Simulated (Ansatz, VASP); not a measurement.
## KMgF3: VASP beside Ansatz

```
K Mg F
1.0
     4.01291    0.00000    0.00000
     0.00000    4.01291    0.00000
     0.00000    0.00000    4.01291
K Mg F
1 1 3
Direct
  0.00000 0.00000 0.00000
  0.50000 0.50000 0.50000
  0.50000 0.50000 0.00000
  0.50000 0.00000 0.50000
  0.00000 0.50000 0.50000
```

Alike in both runs: task single point; functional PBE; k mesh 6 × 6 × 6; no spin polarisation.

```csv
,VASP,Ansatz
version,VASP 6.6.1,Ansatz 0.2.0
potentials or method,"VASP PAW PBE potentials, release 64 (K_sv, Mg, F)","plane waves, PAW"
plane-wave cutoff (eV),520,420
occupations,"gaussian, width 0.01 eV",fixed
valence electrons in the cell,32,40
```

```csv
,VASP,Ansatz,Ansatz less VASP
gap on the k mesh at the Fermi level (eV),7.15,7.18,+0.031
pressure (GPa),1.8,2.2,+0.42
```

VASP's potentials hold 32 valence electrons a cell and Ansatz's 40, so a difference there can come from the potentials and not from the codes.
